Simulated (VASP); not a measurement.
Wanted: the native input for a VASP 6.6.1 run.

| Item | Value |
| --- | --- |
| Task | single point |
| Functional | PBE |
| Dispersion | D3(BJ) |
| Potentials or basis | VASP PAW PBE potentials, release 64 (C_h, O_h, H_h) |
| Cutoff | 1000 eV |
| k mesh | 1 × 1 × 1 |
| Occupations | fermi-dirac, width 0.02 eV |
| Spin | no spin polarisation |
| Dipole correction | no |
| Further INCAR settings | LREAL = Auto; ALGO = Normal; EDIFF = 1e-06; NBANDS = 70 |

The structure of H2CO lies in POSCAR:

```
H2CO
1.0
    8.7538210000      0.0000000000      0.0000000000
    0.0000000000      8.7538210000      0.0000000000
    0.0000000000      0.0000000000      8.7538210000
C O H
8 8 16
Direct
    0.5591729600      0.7443035447      0.5425630705
    0.3493674362      0.2287686714      0.4333421942
    0.2601264065      0.8699058388      0.8262791757
    0.1172516550      0.5923470448      0.3892471642
    0.5868180307      0.6740942041      0.1733528707
    0.8035462457      0.3278911004      0.1219924419
    0.2492054612      0.4367692691      0.9262355262
    0.9046792252      0.1438000617      0.6571416071
    0.4385170773      0.6960960248      0.5571852566
    0.6800801616      0.7970804978      0.5345894096
    0.3381494778      0.0943702184      0.4610672300
    0.3683305839      0.3599799448      0.4026698741
    0.1505856700      0.8307800674      0.7625812774
    0.3697699553      0.9086203613      0.9003154165
    0.0941531704      0.5293916794      0.5062246532
    0.1317710289      0.6696047360      0.2775816412
    0.6577813277      0.6261722738      0.0675819165
    0.5968936308      0.5790043000      0.2612687648
    0.4651111783      0.6687251202      0.1597359599
    0.6376872454      0.7768036381      0.2151860313
    0.8199733579      0.4140363391      0.2091429560
    0.8375999464      0.3868367882      0.0177979422
    0.6845696297      0.2956423258      0.1208729308
    0.8606641603      0.2159057171      0.1519108056
    0.2963277408      0.4236664195      1.0397516696
    0.2249303476      0.3211740336      0.8844594835
    0.3289991879      0.5036886178      0.8550551810
    0.1353694575      0.5021578577      0.9314104092
    0.9222144250      0.2037281777      0.7590171195
    0.7854512904      0.1033491546      0.6370589483
    0.9752655440      0.0371266445      0.6679140458
    0.9341977635      0.1858616940      0.5412493584
```

These files were run (other wordings do the same):

INCAR

```
ALGO = Normal
EDIFF = 1E-6
ENCUT = 1000
GGA = PE
GGA_COMPAT = False
ISIF = 2
ISMEAR = -1
IVDW = 12
LASPH = True
LCHARG = True
LELF = True
LREAL = Auto
LVHAR = True
LWAVE = False
NBANDS = 70
NELM = 120
PREC = Accurate
SIGMA = 0.02
```

KPOINTS

```
k-points
0
Gamma
  1 1 1
```

Potentials or basis: VASP PAW PBE potentials, release 64 (C_h, O_h, H_h).

Launch:

```bash
$ cat potpaw_PBE.64/C_h/POTCAR potpaw_PBE.64/O_h/POTCAR potpaw_PBE.64/H_h/POTCAR > POTCAR
$ mpirun -np 1 vasp_gam > vasp.out
```

It gave:

```json
{"Pressure": "-1.0 GPa", "Largest force": "3.878 eV/Å", "Band gap on the k mesh": "6.38 eV", "Dispersion energy per atom": "-0.025 eV"}
```

Caveat: the k points lie up to 0.72 Å⁻¹ apart.

It took 4.6 min on 1 thread of Intel(R) Xeon(R) Platinum 8488C (Sapphire Rapids) (shared host), peak memory 1.2 GiB.
